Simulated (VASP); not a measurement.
**BaTiO3: electric field gradients with PBEsol**

Crystal: BaTiO3.

```
Ba Ti O
1.0
     4.06224    0.00000    0.00000
     0.00000    2.89269    2.90161
     0.00000   -2.89269    2.90161
Ba Ti O
1 1 3
Direct
  0.00000 0.00000 0.00000
  0.50000 0.50790 0.50790
  0.00000 0.49210 0.49210
  0.50000 0.50251 0.99371
  0.50000 0.99371 0.50251
```

* Program: VASP 6.6.1
* Task: electric field gradients
* Functional: PBEsol
* Potentials or basis: VASP PAW PBE potentials, release 64 (Ba_sv, Ti_sv, O)
* Cutoff: 520 eV
* k mesh: 8 × 8 × 8
* Occupations: fermi-dirac, width 0.05 eV
* Spin: no spin polarisation
* Dipole correction: no
* Further INCAR settings: ALGO = Normal; EDIFF = 1e-08; NBANDS = 28

```
Pressure                                : -11.0 GPa
Largest force                           : 0.392 eV/Å
Band gap on the k mesh                  : 1.63 eV (least direct gap 1.86 eV)
Largest electric field gradient by atom : Ba -1.2; Ti -5.3; O +27.2, +27.7 (each value once) V/Å²
```

Forces on the atoms (eV/Å):
```
Ba   0.000  0.000  0.083
Ti   0.000  0.000  0.392
O    0.000  0.000  0.118
O    0.000  0.154 -0.296
O    0.000 -0.154 -0.296
```

Stress tensor (GPa, compression positive):
```
-10.49   0.00   0.00
  0.00 -10.93   0.00
  0.00   0.00 -11.55
```

Levels at points of the mesh, in eV from the valence-band top:
| k point | band 17 | band 18 | band 19 | band 20 | band 21 | band 22 | band 23 | band 24 |
| --- | --- | --- | --- | --- | --- | --- | --- | --- |
| (0.00, 0.00, 0.00) | -1.02 | -0.29 | -0.25 | -0.22 | 1.63 | 1.66 | 1.73 | 3.57 |
| (0.50, 0.00, 0.00) | -1.77 | -1.75 | -0.79 | -0.75 | 1.79 | 3.24 | 3.27 | 3.57 |
| (0.00, 0.50, 0.00) | -1.77 | -1.66 | -0.77 | -0.73 | 1.81 | 3.21 | 3.22 | 3.61 |
| (0.50, 0.50, 0.00) | -1.76 | -0.90 | -0.90 | -0.08 | 3.21 | 3.26 | 3.62 | 4.29 |
| (0.00, 0.50, 0.50) | -1.74 | -0.95 | -0.93 | -0.12 | 3.21 | 3.23 | 3.59 | 4.39 |
| (0.50, 0.50, 0.50) | -2.40 | -0.03 | 0.00 | 0.00 | 3.81 | 3.82 | 3.84 | 6.32 |

Electric field gradients, principal values (V/Å²):
```csv
atom,least,middle,greatest (by size)
1 Ba,0.466,0.720,-1.185
2 Ti,2.580,2.759,-5.339
3 O,-13.175,-14.025,27.200
4 O,-13.170,-14.580,27.749
5 O,-13.170,-14.580,27.749
```

Run time: 5 min on 1 thread of Intel Xeon 8259CL (shared host), peak memory 0.32 GiB.

Caveat: the cell stands under tension; without QUAD_EFG the Cq values of the log hold for a quadrupole moment of 1 mb, not for the nuclei; the PAW data sets were made with another functional, which shifts forces and pressure a little; spin-orbit coupling is left out, which moves the levels of the heavy elements. A k mesh can miss the band edges.
